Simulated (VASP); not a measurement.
A run of VASP 6.6.1:

Contents of INCAR:

```
ALGO = Normal
EDIFF = 1E-6
ENCUT = 520
GGA = PE
ISIF = 2
ISMEAR = -1
ISYM = 0
LASPH = T
LCHARG = F
LREAL = Auto
LWAVE = F
NBANDS = 66
NELM = 60
PREC = Accurate
SIGMA = 0.1861
```

KPOINTS

```
Automatic mesh
0
Gamma
  1 1 1
  0.25 0.25 0.25
```

Contents of POSCAR:

```
Si5Sn
1.0
    7.5203950000     -0.0852670000     -0.0251750000
   -0.0852670000      6.9258340000      0.0495830000
   -0.0251750000      0.0495830000      7.2173390000
Si Sn
15 3
Direct
    0.6817877303      0.3432046858      0.5289375888
    0.2171539142      0.7979073617      0.4380156189
    0.2677973339      0.5225629097      0.1778494208
    0.5478215122      0.5066279376      1.0312022580
    0.7434119132      0.1509483039      0.7875402451
    0.3055195628      0.1975531351      0.3370816000
    0.8356127298      0.8588978665      0.8972055792
    0.0001095632      1.0183059589      0.2644315438
   -0.0083519606      0.0407798317      0.6037252446
    0.0134589366      0.5632937808      0.9190525806
    0.6049744995      0.6313424639      0.4299711264
    0.1221922093      0.1290616448      0.9733060793
    0.9132801005      0.6420267017      0.6173747993
    0.3353385500     -0.0285454240      0.7424960246
    0.5547470487      0.7073133950      0.7684782490
    0.9056434297      0.4298527620      0.2470730811
    0.5520170290      0.1220188159      0.1304836824
    0.3198565408      0.4054335225      0.7143765560
```

Potentials or basis: VASP PAW PBE potentials, release 64 (Si, Sn_d).

Launch:

```console
$ cat potpaw_PBE.64/Si/POTCAR potpaw_PBE.64/Sn_d/POTCAR > POTCAR
$ mpirun -np 1 vasp_std > vasp.out
```

Hardware: 1 thread of Intel Xeon 8259CL (shared host).

Task: How long does it take, and how much memory?

Result: It took 84 s on 1 thread of Intel Xeon 8259CL, on a shared host, peak memory 0.36 GiB. Counts: scf iterations 14, k points 1.
